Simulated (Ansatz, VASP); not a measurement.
**Se: VASP beside Ansatz**

Contents of INCAR:

```
PREC = Accurate
ENCUT = 520
EDIFF = 1E-6
ISMEAR = 0
SIGMA = 0.1
LREAL = False
LASPH = True
NELM = 80
ALGO = Normal
ISIF = 2
LWAVE = False
LCHARG = False
NBANDS = 13
```

The input KPOINTS:

```
Automatic mesh
0
Gamma
  6 6 6
```

POSCAR

```
Se
1.0
    0.0000000000      3.1255665700      3.1255665700
    3.1255665700      0.0000000000      3.1255665700
    3.1255665700      3.1255665700      0.0000000000
Se
2
Direct
    0.5000000000      0.5000000000      0.5000000000
    0.7500000000      0.7500000000      0.7500000000
```

Input for Ansatz:

```yaml
crystal:
  lattice:
    - [0.0, 3.12556657, 3.12556657]
    - [3.12556657, 0.0, 3.12556657]
    - [3.12556657, 3.12556657, 0.0]
  atoms:
    - { symbol: Se, position: [0.5, 0.5, 0.5] }
    - { symbol: Se, position: [0.75, 0.75, 0.75] }
basis:
  ecutwfc: 420
kpoints:
  mp_grid: { grid: [6, 6, 6] }
hamiltonian:
  xc: lda
scf:
  occupations: { method: gaussian, width: 0.1 }
output:
  forces: true
  stress: true
  eigenvalues: true
```

Alike in both runs: task single point; functional LDA; k mesh 6 × 6 × 6; occupations gaussian, width 0.1 eV; no spin polarisation.

```csv
,VASP,Ansatz
version,VASP 6.6.1,Ansatz 0.2.0
potentials or method,"VASP PAW LDA potentials, release 64 (Se), cutoff 520 eV","scalar-relativistic, plane waves, PAW"
valence electrons in the cell,12,32
```

VASP gave:

```
gap on the k mesh at the Fermi level (eV) : none
pressure (GPa)                            : -1.7
```

Estimate Ansatz's values.

gap on the k mesh at the Fermi level (eV): none; pressure (GPa): -1.8.

LDA's correlation is that of Perdew and Zunger in VASP and of Perdew and Wang (1992) in Ansatz. A gap of «none» marks a metal or a gap that the smearing closes. VASP's potentials hold 12 valence electrons a cell and Ansatz's 32, so a difference there can come from the potentials and not from the codes.
